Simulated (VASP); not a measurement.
# Zn (Im-3m) in VASP: notebook

The runs below take Zn through single point, with PBEsol-based screened hybrid with 25 % exact exchange, PBE0, B3LYP.

All numbers are computed with VASP 6.6.1; they aren't measurements. Logs are shortened: lines on timing, memory, paths and dates and some standing lists are left out, and cuts for length are marked.

**1. The cell of the first run**

It takes space group Im-3m (No. 229, cubic). The conventional cell has a = 3.094 Å, b = 3.094 Å, c = 3.094 Å, α = 90.00°, β = 90.00°, γ = 90.00°. Within 3.5 Å of Zn (site symmetry m-3m) lie 14 Zn at 2.68 to 3.09 Å.

This isn't the form of Zn at room conditions, which is hcp.

**2. Single point, PBEsol-based screened hybrid with 25 % exact exchange**

POSCAR reads:

```
Zn
1.0
   -1.5468006527      1.5468006527      1.5468006527
    1.5468006527     -1.5468006527      1.5468006527
    1.5468006527      1.5468006527     -1.5468006527
Zn
1
Direct
    0.0000000000      0.0000000000      0.0000000000
```

INCAR.step1 reads:

```
ALGO = Normal ; EDIFF = 1E-5
ENCUT = 520 ; GGA = PE
ISIF = 2 ; ISMEAR = -1
LASPH = True ; LCHARG = False
LREAL = False ; LWAVE = True
NBANDS = 12 ; NELM = 100
PREC = Accurate ; SIGMA = 0.05
```

INCAR.step2 reads:

```
AEXX = 0.25 ; ALGO = Normal
EDIFF = 1E-6 ; ENCUT = 520
GGA = PS ; HFSCREEN = 0.207
ISIF = 2 ; ISMEAR = -1
ISTART = 1 ; LASPH = True
LCHARG = False ; LHFCALC = True
LREAL = False ; LWAVE = False
NBANDS = 12 ; NELM = 100
PREC = Accurate ; PRECFOCK = Normal
SIGMA = 0.05
```

KPOINTS reads:

```
k-points
0
Gamma
  6 6 6
```

Potentials or basis: VASP PAW PBE potentials, release 64 (Zn).

Run with:

```bash
> cat potpaw_PBE.64/Zn/POTCAR > POTCAR
> cp INCAR.step1 INCAR
> mpirun -np 1 vasp_std > vasp.out
> cp INCAR.step2 INCAR
> mpirun -np 1 vasp_std > vasp.out
```

OUTCAR:

```text
AEXX = 0.25
   EDIFF = 1E-6
   ENCUT = 520
   GGA = PS
   HFSCREEN = 0.207
   ISIF = 2
   ISMEAR = -1
   ISTART = 1
   LASPH = True
   LHFCALC = True
   LREAL = False
   NELM = 100
   PREC = Accurate
   PRECFOCK = Normal

 ion  position               nearest neighbor table
   1  0.000  0.000  0.000-

  LATTYP: Found a body centered cubic cell.
 ALAT       =     3.0936013054

  Lattice vectors:

 A1 = (  -1.5468006527,   1.5468006527,   1.5468006527)
 A2 = (   1.5468006527,  -1.5468006527,   1.5468006527)
 A3 = (   1.5468006527,   1.5468006527,  -1.5468006527)

Analysis of symmetry for initial positions (statically):
=====================================================================
 Subroutine PRICEL returns:
 Original cell was already a primitive cell.

 Routine SETGRP: Setting up the symmetry group for a
 body centered cubic supercell.

 Subroutine GETGRP returns: Found 48 space group operations
 (whereof 48 operations were pure point group operations)
 out of a pool of 48 trial point group operations.

The static configuration has the point symmetry O_h .

Analysis of symmetry for dynamics (positions and initial velocities):
=====================================================================
 Subroutine PRICEL returns:
 Original cell was already a primitive cell.

 Routine SETGRP: Setting up the symmetry group for a
 body centered cubic supercell.

 Subroutine GETGRP returns: Found 48 space group operations
 (whereof 48 operations were pure point group operations)
 out of a pool of 48 trial point group operations.

The dynamic configuration has the point symmetry O_h .

 Subroutine INISYM returns: Found 48 space group operations
 (whereof 48 operations are pure point group operations),
 and found     1 'primitive' translations

----------------------------------------------------------------------------------------

                                     Primitive cell

  volume of cell :      14.8035

  direct lattice vectors                    reciprocal lattice vectors
    -1.546800653  1.546800653  1.546800653     0.000000000  0.323247859  0.323247859
     1.546800653 -1.546800653  1.546800653     0.323247859  0.000000000  0.323247859
     1.546800653  1.546800653 -1.546800653     0.323247859  0.323247859  0.000000000

  length of vectors
     2.679137320  2.679137320  2.679137320     0.457141507  0.457141507  0.457141507
[... 83 lines left out ...]
   EMIN   =  10.00;   EMAX   =-10.00  energy-range for DOS
   EFERMI =   0.00;   METHOD = LEGACY
   ISMEAR =    -1;   SIGMA  =   0.05  broadening in eV -4-tet -1-fermi 0-gaus
   EFERMI_NEDOS =   21; number of points for ismear=-14 and -15
   IALGO  =     38    algorithm
   IMIX   =      1    mixing-type and parameters
     AMIX     =   0.40;   BMIX     =  1.00
     AMIX_MAG =   1.60;   BMIX_MAG =  1.00
  volume/ion in A,a.u.               =      14.80        99.90
  Fermi-wavevector in a.u.,A,eV,Ry     =   1.526444  2.884561 31.702004  2.330032
  Thomas-Fermi vector in A             =   2.634477
   LORBIT       =      0    0 simple, 1 ext, 2 COOP (PROOUT), +10 PAW based schemes
   GGA     = PS    functional components
   LHFCALC =     T    Hartree Fock is set to
   PRECFOCK=normal    Normal, Fast or Accurate (Low or Medium for compatibility)
   ENCUT4O =  -1.0   cutoff for four orbital integrals eV
   NKREDX  =     1    reduce k-point grid by
   NKREDY  =     1    reduce k-point grid by
   NKREDZ  =     1    reduce k-point grid by
   AEXX    =    0.2500 exact exchange contribution
   HFSCREEN=    0.2070 screening length (either q_TF or 0.3 A-1)
   HFSCREENC=   0.2070 screening length for correlation (either q_TF or 0.3 A-1)
   ENCUTFOCK=  -1.0 apply spherical cutoff to Coloumb kernel
   IVDW    =     0    specifies the selected vdW correction
   LEPSILON=     F    determine dielectric tensor
   LRPA    =     F    only Hartree local field effects (RPA)
 non-spin polarized calculation
  energy-cutoff  :      520.00
  volume of cell :       14.80
 maximum number of plane-waves:       418
  NGX = 16; NGY = 16; NGZ = 16

 number of electron      12.0000014 magnetization

 Free energy of the ion-electron system (eV)
  ---------------------------------------------------
  ext. energy  EPLUGINS =         0.00000000
  ---------------------------------------------------
  free energy    TOTEN  =        -1.47550477 eV

  energy without entropy =       -1.47224005  energy(sigma->0) =       -1.47387241

 E-fermi :   3.6942     XC(G=0):  -9.6657

 val. band max:        2.9105354799   @ k =   0.5000   0.5000   0.1667
 cond. band min:       3.7503445179   @ k =   0.3333   0.1667   0.1667
 fundamental gap:      0.8398090380
 Fermi energy:         3.6941944968

 k-point     1 :       0.0000    0.0000    0.0000
  band No.  band energies     occupation
      1      -8.8093      2.00000
      2      -6.8650      2.00000
      3      -6.8650      2.00000
      4      -6.8650      2.00000
      5      -6.3321      2.00000
      6      -6.3321      2.00000
      7      24.3891      0.00000
      8      24.3891      0.00000
      9      24.3891      0.00000
     10      25.3010      0.00000
     11      25.3010      0.00000
     12      25.3010      0.00000
[... 211 lines left out ...]
 k-point    16 :       0.5000    0.5000    0.5000
  band No.  band energies     occupation
      1      -7.4707      2.00000
      2      -7.4707      2.00000
      3      -6.0061      2.00000
      4      -6.0061      2.00000
      5      -6.0061      2.00000
      6       8.0643      0.00000
      7       8.0643      0.00000
      8       8.0643      0.00000
      9      12.3714      0.00000
     10      12.4682      0.00000
     11      12.4682      0.00000
     12      38.2609      0.00000

------------------------ aborting loop because EDIFF is reached ----------------------------------------

  FORCE on cell =-STRESS in cart. coord.  units (eV):
  Direction    XX          YY          ZZ          XY          YZ          ZX
  --------------------------------------------------------------------------------------
  -------------------------------------------------------------------------------------
  Total       -0.0021833     -0.0021833     -0.0021833      0.0000000     -0.0000000      0.0000000
  in kB       -0.2362989     -0.2362989     -0.2362989      0.0000000     -0.0000000      0.0000000
  external PRESSURE =      -0.2362989 kB  Pullay stress =       0.0000000 kB

 VOLUME and BASIS-vectors are now :
 -----------------------------------------------------------------------------
  energy-cutoff  :      520.00
  volume of cell :       14.80
      direct lattice vectors                 reciprocal lattice vectors
    -1.546800653  1.546800653  1.546800653     0.000000000  0.323247859  0.323247859
     1.546800653 -1.546800653  1.546800653     0.323247859  0.000000000  0.323247859
     1.546800653  1.546800653 -1.546800653     0.323247859  0.323247859  0.000000000

 POSITION                                       TOTAL-FORCE (eV/Angst)
 -----------------------------------------------------------------------------------
      0.00000      0.00000      0.00000        -0.000000      0.000000     -0.000000
 -----------------------------------------------------------------------------------
    total drift:                                0.000000      0.000000      0.000000

  FREE ENERGIE OF THE ION-ELECTRON SYSTEM (eV)
  ---------------------------------------------------
  free  energy   TOTEN  =        -1.4755047717 eV

  energy  without entropy=       -1.4722400547  energy(sigma->0) =       -1.47387241
```

Wall time 2.6 min (1 thread of Intel Xeon 6975P-C (Granite Rapids), shared host); peak memory 0.23 GiB.

Results:

```
Free energy            : -1.4755 eV
Pressure               : 0.0 GPa
Band gap on the k mesh : zero (bands 6 and 7 overlap by 5.83 eV)
```

Levels at points of the mesh, in eV from the Fermi level:
```
           k point  band 4  band 5  band 6  band 7  band 8  band 9
(0.00, 0.00, 0.00)  -10.56  -10.03  -10.03   20.69   20.69   20.69
(0.50, 0.00, 0.00)   -9.99   -9.62   -3.68   -1.46   12.25   13.45
(0.50, 0.50, 0.50)   -9.70   -9.70    4.37    4.37    4.37    8.68
```

Caveat: the k points lie up to 0.48 Å⁻¹ apart, too coarse for converged energies and pressures of a metal; the PAW data sets were made with another functional, which shifts forces and pressure a little.

**3. Single point, PBE0**

This run uses another cell than the first one, of 15.44 Å³/atom.

POSCAR reads:

```
Zn
1.0
   -1.5686032109      1.5686032109      1.5686032109
    1.5686032109     -1.5686032109      1.5686032109
    1.5686032109      1.5686032109     -1.5686032109
Zn
1
Direct
    0.0000000000      0.0000000000      0.0000000000
```

INCAR.step1 reads:

```
  ALGO = Normal
  EDIFF = 1E-5
  ENCUT = 520
  GGA = PE
  ISIF = 2
  ISMEAR = -1
  LASPH = True
  LCHARG = False
  LREAL = False
  LWAVE = True
  NBANDS = 12
  NELM = 100
  PREC = Accurate
  SIGMA = 0.05
```

INCAR.step2 reads:

```
  AEXX = 0.25
  ALGO = Normal
  EDIFF = 1E-6
  ENCUT = 520
  GGA = PE
  ISIF = 2
  ISMEAR = -1
  ISTART = 1
  LASPH = True
  LCHARG = False
  LHFCALC = True
  LREAL = False
  LWAVE = False
  NBANDS = 12
  NELM = 100
  PREC = Accurate
  PRECFOCK = Normal
  SIGMA = 0.05
```

KPOINTS is that of step 2.

Potentials or basis: VASP PAW PBE potentials, release 64 (Zn).

Run with:

```bash
> cat potpaw_PBE.64/Zn/POTCAR > POTCAR
> cp INCAR.step1 INCAR
> mpirun -np 1 vasp_std > vasp.out
> cp INCAR.step2 INCAR
> mpirun -np 1 vasp_std > vasp.out
```

Run time: 2.6 min. Hardware: 1 thread of Intel Xeon 6975P-C (Granite Rapids), shared host; peak memory 0.13 GiB.

It converged, with:

```yaml
Free_energy: -1.2063 eV
Pressure: -0.2 GPa
Band_gap_on_the_k_mesh: zero (bands 6 and 7 overlap by 6.54 eV)
```

Levels at points of the mesh, in eV from the Fermi level:
| k point | band 2 | band 3 | band 4 | band 5 | band 6 | band 7 | band 8 | band 9 | band 10 | band 11 |
| --- | --- | --- | --- | --- | --- | --- | --- | --- | --- | --- |
| (0.00, 0.00, 0.00) | -10.98 | -10.98 | -10.98 | -10.49 | -10.49 | 20.32 | 20.32 | 20.32 | 21.45 | 21.45 |
| (0.50, 0.00, 0.00) | -11.28 | -10.50 | -10.46 | -10.11 | -3.97 | -1.95 | 12.21 | 13.43 | 15.98 | 17.64 |
| (0.50, 0.50, 0.50) | -11.53 | -10.19 | -10.19 | -10.19 | 4.59 | 4.59 | 4.59 | 8.50 | 8.84 | 8.84 |

Caveat: the k points lie up to 0.47 Å⁻¹ apart, too coarse for converged energies and pressures of a metal; the PAW data sets were made with another functional, which shifts forces and pressure a little.

(Part 1 of 2 ends here.)

The gap in the log of VASP goes by the Fermi energy; the results here count the filled bands.